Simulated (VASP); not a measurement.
Set up this calculation in VASP 6.6.1, as the native input.

* Task: single point
* Functional: r2SCAN
* Potentials or basis: VASP PAW PBE potentials, release 64 (Si)
* Cutoff: 520 eV
* k mesh: 12 × 12 × 4
* Occupations: gaussian, width 0.01 eV
* Spin: no spin polarisation
* Dipole correction: no
* Further INCAR settings: ALGO = Normal; EDIFF = 1e-07; NBANDS = 16

Crystal: Si.

```xyz
4
Lattice="3.7505 0.0000 0.0000 -1.8753 3.2480 0.0000 0.0000 0.0000 6.2061" Properties=species:S:1:pos:R:3 pbc="T T T"
Si    0.0000    2.1654    0.0045
Si    1.8753    1.0827    3.1076
Si    0.0000    2.1654    2.3228
Si    1.8753    1.0827    5.4259
```

This cell differs from its parent crystal: strain -2.1%.

These files were run (other wordings do the same):

POSCAR

```
Si
1.0
    3.7505051821      0.0000000000      0.0000000000
   -1.8752525911      3.2480327647      0.0000000000
    0.0000000000      0.0000000000      6.2061489674
Si
4
Direct
    0.3333333333      0.6666666667      0.0007257276
    0.6666666667      0.3333333333      0.5007257276
    0.3333333333      0.6666666667      0.3742742724
    0.6666666667      0.3333333333      0.8742742724
```

INCAR.step1

```
SYSTEM = Si
  ALGO = Normal
  EDIFF = 1E-4
  ENCUT = 520
  GGA = PE
  ISMEAR = 0
  LASPH = .True.
  LCHARG = .False.
  LREAL = .False.
  LWAVE = .True.
  NBANDS = 16
  NELM = 60
  PREC = Accurate
  SIGMA = 0.01
```

INCAR.step2

```
SYSTEM = Si
  ALGO = Normal
  EDIFF = 1E-7
  ENCUT = 520
  ISIF = 2
  ISMEAR = 0
  ISTART = 1
  LASPH = .True.
  LCHARG = .True.
  LELF = .True.
  LMIXTAU = .True.
  LREAL = .False.
  LVHAR = .True.
  LWAVE = .False.
  METAGGA = R2SCAN
  NBANDS = 16
  NELM = 60
  PREC = Accurate
  SIGMA = 0.01
```

KPOINTS

```
k-points
0
Gamma
  12 12 4
  0 0 0
```

Potentials or basis: VASP PAW PBE potentials, release 64 (Si).

Launch:

```sh
$ cat potpaw_PBE.64/Si/POTCAR > POTCAR
$ cp INCAR.step1 INCAR
$ mpirun -np 1 vasp_std > vasp.out
$ cp INCAR.step2 INCAR
$ mpirun -np 1 vasp_std > vasp.out
```

It gave:

| Property | Result |
| --- | --- |
| Pressure | 6.9 GPa |
| Band gap on the k mesh | 0.47 eV (least direct gap 1.56 eV) |

Caveat: the cell differs from its parent crystal (strain -2.1%); the cell stands under pressure; the PAW data sets were made with another functional, which shifts forces and pressure a little.

It took 5.5 min on 1 thread of Intel Xeon 8259CL, on a shared host, peak memory 0.21 GiB.
